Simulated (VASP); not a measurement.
# MnS (Fm-3m) in VASP: a series of runs, part 2 of 2

VASP 6.6.1.

### Step 5. Single point, r2SCAN

This run uses another cell than the first one, of 17.78 Å³/atom.

File POSCAR:

```
MnS
1.0
    0.0000000000      2.6100487641      2.6100487641
    2.6100487641      0.0000000000      2.6100487641
    2.6100487641      2.6100487641      0.0000000000
Mn S
1 1
Direct
    0.0000000000      0.0000000000      0.0000000000
    0.5000000000      0.5000000000      0.5000000000
```

File INCAR.step1:

```
ALGO = Normal ; EDIFF = 1E-4
ENCUT = 520 ; GGA = PE
ISMEAR = 0 ; LASPH = True
LCHARG = False ; LREAL = False
LWAVE = True ; NBANDS = 16
NELM = 60 ; PREC = Accurate
SIGMA = 0.05
```

File INCAR.step2:

```
ALGO = Normal ; EDIFF = 1E-6
ENCUT = 520 ; ISIF = 2
ISMEAR = 0 ; ISTART = 1
LASPH = True ; LCHARG = False
LMIXTAU = True ; LREAL = False
LWAVE = False ; METAGGA = R2SCAN
NBANDS = 16 ; NELM = 60
PREC = Accurate ; SIGMA = 0.05
```

File KPOINTS:

```
k-points
0
Gamma
  12 12 12
```

Potentials or basis: VASP PAW PBE potentials, release 64 (Mn_pv, S).

The run is started by

```sh
$ cat potpaw_PBE.64/Mn_pv/POTCAR potpaw_PBE.64/S/POTCAR > POTCAR
$ cp INCAR.step1 INCAR
$ mpirun -np 1 vasp_std > vasp.out
$ cp INCAR.step2 INCAR
$ mpirun -np 1 vasp_std > vasp.out
```

OUTCAR:

```text
EDIFF = 1E-6
   ENCUT = 520
   ISIF = 2
   ISMEAR = 0
   ISTART = 1
   LASPH = True
   LREAL = False
   METAGGA = R2SCAN
   NELM = 60
   PREC = Accurate

 ion  position               nearest neighbor table
   1  0.000  0.000  0.000-   2 2.61   2 2.61   2 2.61   2 2.61   2 2.61   2 2.61
   2  0.500  0.500  0.500-   1 2.61   1 2.61   1 2.61   1 2.61   1 2.61   1 2.61

  LATTYP: Found a face centered cubic cell.
 ALAT       =     5.2200975282

  Lattice vectors:

 A1 = (   0.0000000000,   2.6100487641,   2.6100487641)
 A2 = (   2.6100487641,   0.0000000000,   2.6100487641)
 A3 = (   2.6100487641,   2.6100487641,   0.0000000000)

Analysis of symmetry for initial positions (statically):
=====================================================================
 Subroutine PRICEL returns:
 Original cell was already a primitive cell.

 Routine SETGRP: Setting up the symmetry group for a
 face centered cubic supercell.

 Subroutine GETGRP returns: Found 48 space group operations
 (whereof 48 operations were pure point group operations)
 out of a pool of 48 trial point group operations.

The static configuration has the point symmetry O_h .

Analysis of symmetry for dynamics (positions and initial velocities):
=====================================================================
 Subroutine PRICEL returns:
 Original cell was already a primitive cell.

 Routine SETGRP: Setting up the symmetry group for a
 face centered cubic supercell.

 Subroutine GETGRP returns: Found 48 space group operations
 (whereof 48 operations were pure point group operations)
 out of a pool of 48 trial point group operations.

The dynamic configuration has the point symmetry O_h .

 Subroutine INISYM returns: Found 48 space group operations
 (whereof 48 operations are pure point group operations),
 and found     1 'primitive' translations

----------------------------------------------------------------------------------------

                                     Primitive cell

  volume of cell :      35.5612

  direct lattice vectors                    reciprocal lattice vectors
     0.000000000  2.610048764  2.610048764    -0.191567302  0.191567302  0.191567302
     2.610048764  0.000000000  2.610048764     0.191567302 -0.191567302  0.191567302
     2.610048764  2.610048764  0.000000000     0.191567302  0.191567302 -0.191567302

  length of vectors
     3.691166361  3.691166361  3.691166361     0.331804300  0.331804300  0.331804300

  position of ions in fractional coordinates (direct lattice)
     0.000000000  0.000000000  0.000000000
     0.500000000  0.500000000  0.500000000

  ion indices of the primitive-cell ions
   primitive index   ion index
                 1           1
                 2           2

----------------------------------------------------------------------------------------

 KPOINTS: k-points

Automatic generation of k-mesh.
 Grid dimensions read from file:
 generate k-points for:   12   12   12

 Generating k-lattice:

  Cartesian coordinates                     Fractional coordinates (reciprocal lattice)
    -0.015963942  0.015963942  0.015963942     0.083333333  0.000000000  0.000000000
     0.015963942 -0.015963942  0.015963942     0.000000000  0.083333333  0.000000000
     0.015963942  0.015963942 -0.015963942     0.000000000  0.000000000  0.083333333

  Length of vectors
     0.027650358  0.027650358  0.027650358

  Shift w.r.t. Gamma in fractional coordinates (k-lattice)
     0.000000000  0.000000000  0.000000000

 Subroutine IBZKPT returns following result:
 ===========================================

 Found     72 irreducible k-points:

 Following reciprocal coordinates:
            Coordinates               Weight
  0.000000  0.000000  0.000000      1.000000
  0.083333  0.000000  0.000000      8.000000
  0.166667  0.000000  0.000000      8.000000
  0.250000  0.000000  0.000000      8.000000
  0.333333  0.000000  0.000000      8.000000
  0.416667  0.000000  0.000000      8.000000
[... 16 lines left out ...]
  0.500000  0.166667  0.000000     24.000000
 -0.416667  0.166667  0.000000     24.000000
 [... further k-points ...]
   k-points           NKPTS =     72   k-points in BZ     NKDIM =     72   number of bands    NBANDS=     16
   number of dos      NEDOS =    301   number of ions     NIONS =      2
   total plane-waves  NPLWV =  21952
   dimension x,y,z NGX =    28 NGY =   28 NGZ =   28
   dimension x,y,z NGXF=    56 NGYF=   56 NGZF=   56
   ions per type =               1   1
   NGX,Y,Z   is equivalent  to a cutoff of  12.61, 12.61, 12.61 a.u.
   NGXF,Y,Z  is equivalent  to a cutoff of  25.22, 25.22, 25.22 a.u.
 SYSTEM =  unknown system
   PREC   = accura    normal or accurate (medium, high low for compatibility)
   ISTART =      1    job   : 0-new  1-cont  2-samecut
   ICHARG =      0    charge: 1-file 2-atom 10-const
   ISPIN  =      1    spin polarized calculation?
   LNONCOLLINEAR =      F non collinear calculations
   LSORBIT =      F    spin-orbit coupling
   LASPH  =      T    aspherical Exc in radial PAW
   ENCUT  =  520.0 eV  38.22 Ry    6.18 a.u.   6.86  6.86  6.86*2*pi/ulx,y,z
   NELM   =     60;   NELMIN=  2; NELMDL=  0     # of ELM steps
   EDIFF  = 0.1E-05   stopping-criterion for ELM
   LREAL  =      F    real-space projection
   EDIFFG = 0.1E-04   stopping-criterion for IOM
   NSW    =      0    number of steps for IOM
   IBRION =     -1    ionic relax: 0-MD 1-quasi-New 2-CG
   NFREE  =      0    steps in history (QN), initial steepest desc. (CG)
   ISIF   =      2    stress and relaxation
   ISYM   =      2    0-nonsym 1-usesym 2-fastsym
   POTIM  = 0.5000    time-step for ionic-motion
   TEBEG  =    0.0;   TEEND  =   0.0 temperature during run
   PSTRESS=    0.0 pullay stress
   NELECT =      19.0000    total number of electrons
   NUPDOWN=      -1.0000    fix difference up-down
   EMIN   =  10.00;   EMAX   =-10.00  energy-range for DOS
   EFERMI =   0.00;   METHOD = LEGACY
   ISMEAR =     0;   SIGMA  =   0.05  broadening in eV -4-tet -1-fermi 0-gaus
   EFERMI_NEDOS =   21; number of points for ismear=-14 and -15
   IALGO  =     38    algorithm
   IMIX   =      4    mixing-type and parameters
     AMIX     =   0.40;   BMIX     =  1.00
     AMIX_MAG =   1.60;   BMIX_MAG =  1.00
  volume/ion in A,a.u.               =      17.78       119.99
  Fermi-wavevector in a.u.,A,eV,Ry     =   1.328416  2.510342 24.010050  1.764689
  Thomas-Fermi vector in A             =   2.457655
   LORBIT       =      0    0 simple, 1 ext, 2 COOP (PROOUT), +10 PAW based schemes
   METAGGA = R2SCAN    functional components
   LHFCALC =     F    Hartree Fock is set to
   AEXX    =    0.0000 exact exchange contribution
   IVDW    =     0    specifies the selected vdW correction
   LEPSILON=     F    determine dielectric tensor
   LRPA    =     F    only Hartree local field effects (RPA)
 non-spin polarized calculation
 Gauss-broadening in eV      SIGMA  =   0.05
  energy-cutoff  :      520.00
  volume of cell :       35.56
 maximum number of plane-waves:       982
   NGX = 13   NGY = 13   NGZ = 13

 number of electron      18.9999982 magnetization

 Free energy of the ion-electron system (eV)
  ---------------------------------------------------
  ext. energy  EPLUGINS =         0.00000000
  ---------------------------------------------------
  free energy    TOTEN  =       -21.33701970 eV

  energy without entropy =      -21.31669738  energy(sigma->0) =      -21.32685854

 E-fermi :   5.7293     XC(G=0): -11.2522

 val. band max:        5.7284467948   @ k =  -0.4167   0.4167   0.1667
 cond. band min:       5.7313094445   @ k =  -0.4167   0.3333   0.0833
 fundamental gap:      0.0028626497
 Fermi energy:         5.7292782749

 k-point     1 :       0.0000    0.0000    0.0000
  band No.  band energies     occupation
      1     -43.5352      2.00000
      2     -43.5351      2.00000
      3     -43.5345      2.00000
      4      -8.9517      2.00000
      5       4.1471      2.00000
      6       4.1471      2.00000
[... 8 lines left out ...]
     15      15.7700      0.00000
     16      15.7700      0.00000
[... 419 lines left out ...]
 k-point    24 :      -0.4167    0.1667    0.0000
  band No.  band energies     occupation
      1     -43.5433      2.00000
      2     -43.5375      2.00000
      3     -43.5368      2.00000
      4      -7.6435      2.00000
      5      -0.2216      2.00000
      6       1.8477      2.00000
[... 8 lines left out ...]
     15      13.5778      0.00000
     16      15.5214      0.00000

 [... further k-points ...]

------------------------ aborting loop because EDIFF is reached ----------------------------------------

  FORCE on cell =-STRESS in cart. coord.  units (eV):
  Direction    XX          YY          ZZ          XY          YZ          ZX
  --------------------------------------------------------------------------------------
  -------------------------------------------------------------------------------------
  Total       -4.8283586     -4.8283586     -4.8283586      0.0000000      0.0000000     -0.0000000
  in kB     -217.5375517   -217.5375517   -217.5375517      0.0000000      0.0000000     -0.0000000
  external PRESSURE =    -217.5375517 kB  Pullay stress =       0.0000000 kB

 VOLUME and BASIS-vectors are now :
 -----------------------------------------------------------------------------
  energy-cutoff  :      520.00
  volume of cell :       35.56
      direct lattice vectors                 reciprocal lattice vectors
     0.000000000  2.610048764  2.610048764    -0.191567302  0.191567302  0.191567302
     2.610048764  0.000000000  2.610048764     0.191567302 -0.191567302  0.191567302
     2.610048764  2.610048764  0.000000000     0.191567302  0.191567302 -0.191567302

 POSITION                                       TOTAL-FORCE (eV/Angst)
 -----------------------------------------------------------------------------------
      0.00000      0.00000      0.00000         0.000000     -0.000000     -0.000000
      2.61005      2.61005      2.61005        -0.000000      0.000000      0.000000
 -----------------------------------------------------------------------------------
    total drift:                               -0.000000      0.000000      0.000000

  FREE ENERGIE OF THE ION-ELECTRON SYSTEM (eV)
  ---------------------------------------------------
  free  energy   TOTEN  =       -21.3370196958 eV

  energy  without entropy=      -21.3166973840  energy(sigma->0) =      -21.32685854
```

OUTCAR.step1:

```text
EDIFF = 1E-4
   ENCUT = 520
   GGA = PE
   ISMEAR = 0
   LASPH = True
[... 676 lines left out ...]
 -----------------------------------------------------------------------------------
      0.00000      0.00000      0.00000         0.000000      0.000000      0.000000
      2.61005      2.61005      2.61005         0.000000     -0.000000     -0.000000
 -----------------------------------------------------------------------------------
    total drift:                               -0.000000      0.000000      0.000000

  FREE ENERGIE OF THE ION-ELECTRON SYSTEM (eV)
  ---------------------------------------------------
  free  energy   TOTEN  =       -11.8593973081 eV

  energy  without entropy=      -11.8409407413  energy(sigma->0) =      -11.85016902
```

Run time: 2.9 min. Hardware: 1 thread of Intel Xeon Platinum 8259CL at 2.50GHz (Skylake/Cascade Lake), shared host; peak memory 0.19 GiB.

Results:

* Free energy: -21.3370 eV
* Pressure: -21.8 GPa
* Band gap on the k mesh: zero (an odd number of electrons rules out a gap without spin polarisation)

Caveat: the cell stands under tension; the PAW data sets were made with another functional, which shifts forces and pressure a little; the run has no spin polarisation, though such a crystal can be magnetic; semilocal functionals often make such compounds metallic where correlation or magnetic order opens a gap, which also shifts bond lengths. Spin polarisation is off, so any magnetic state and its effect on volume and gap are missing.

### Step 6. Overview

| level | spin | cell | k mesh | gap on the mesh (eV) | pressure (GPa) | moment (μB) |
| --- | --- | --- | --- | --- | --- | --- |
| PBE | collinear, ferromagnetic start | a = 3.596 Å, angles 60.0°, 2 atoms | 6 × 6 × 6 | none | 0.0 | 4.45 |
| PBE | collinear, ferromagnetic start | a = 3.621 Å, angles 60.0°, 2 atoms | 6 × 6 × 6 | none | -0.9 | 4.53 |
| PBE | collinear, ferromagnetic start | a = 3.654 Å, angles 60.0°, 2 atoms | 6 × 6 × 6 | none | -2.0 | 4.64 |
| r2SCAN | off | a = 3.691 Å, angles 60.0°, 2 atoms | 12 × 12 × 12 | none | -21.8 | - |

Alike in all rows: task single point; potentials or basis VASP PAW PBE potentials, release 64 (Mn_pv, S); cutoff (eV) 520; smearing gaussian 0.05 eV.

Caveats: semilocal functionals often make such compounds metallic where correlation or magnetic order opens a gap, which also shifts bond lengths; a cell with one magnetic atom can't hold antiferromagnetic order, which such compounds often take (at least some runs); the cell stands under tension (at least some runs); the PAW data sets were made with another functional, which shifts forces and pressure a little (at least some runs).

Absolute energies hang on the potentials; compare differences alone.
